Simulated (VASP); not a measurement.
A run of VASP 6.6.1 is set up as follows.

POSCAR

```
Ba
1.0
    2.5045499257      2.5045499257      2.5045499257
   -2.5045499257      2.5045499257      2.5045499257
   -2.5045499257     -2.5045499257      2.5045499257
Ba
1
Direct
    0.0000000000      0.0000000000      0.0000000000
```

INCAR.step1

```
SYSTEM = Ba
  PREC = Accurate
  ENCUT = 550
  ISMEAR = -1
  SIGMA = 0.05
  LREAL = .FALSE.
  LASPH = .TRUE.
  NELM = 120
  NBANDS = 11
  GGA = PE
  ALGO = Normal
  EDIFF = 1E-5
  LWAVE = .TRUE.
  LCHARG = .FALSE.
  GGA_COMPAT = .FALSE.
```

INCAR.step2

```
SYSTEM = Ba
  PREC = Accurate
  ENCUT = 550
  EDIFF = 1E-6
  ISMEAR = -1
  SIGMA = 0.05
  LREAL = .FALSE.
  LASPH = .TRUE.
  NELM = 120
  ALGO = Normal
  ISIF = 2
  LWAVE = .FALSE.
  LCHARG = .TRUE.
  METAGGA = R2SCAN
  LMIXTAU = .TRUE.
  IVDW = 12
  VDW_S6 = 1.0
  VDW_S8 = 0.78981345
  VDW_A1 = 0.49484001
  VDW_A2 = 5.73083694
  LELF = .TRUE.
  LVHAR = .TRUE.
  NBANDS = 11
  ISTART = 1
  GGA_COMPAT = .FALSE.
```

The input KPOINTS:

```
regular mesh
0
G
  7 7 7
  0 0 0
```

Potentials or basis: VASP PAW PBE potentials, release 64 (Ba_sv).

Run with:

```bash
$ cat potpaw_PBE.64/Ba_sv/POTCAR > POTCAR
$ cp INCAR.step1 INCAR
$ mpirun -np 1 vasp_std > vasp.out
$ cp INCAR.step2 INCAR
$ mpirun -np 1 vasp_std > vasp.out
```

**Question.** Predict the band gap on the k mesh.

**Answer.** Zero (bands 5 and 6 overlap by 0.87 eV).

**Question.** What does it give for the dispersion energy per atom?

**Answer.** -0.095 eV.

**Question.** Estimate the pressure.

**Answer.** 0.1 GPa.

Caveat: the PAW data sets were made with another functional, which shifts forces and pressure a little; spin-orbit coupling is left out, which moves the levels of the heavy elements.
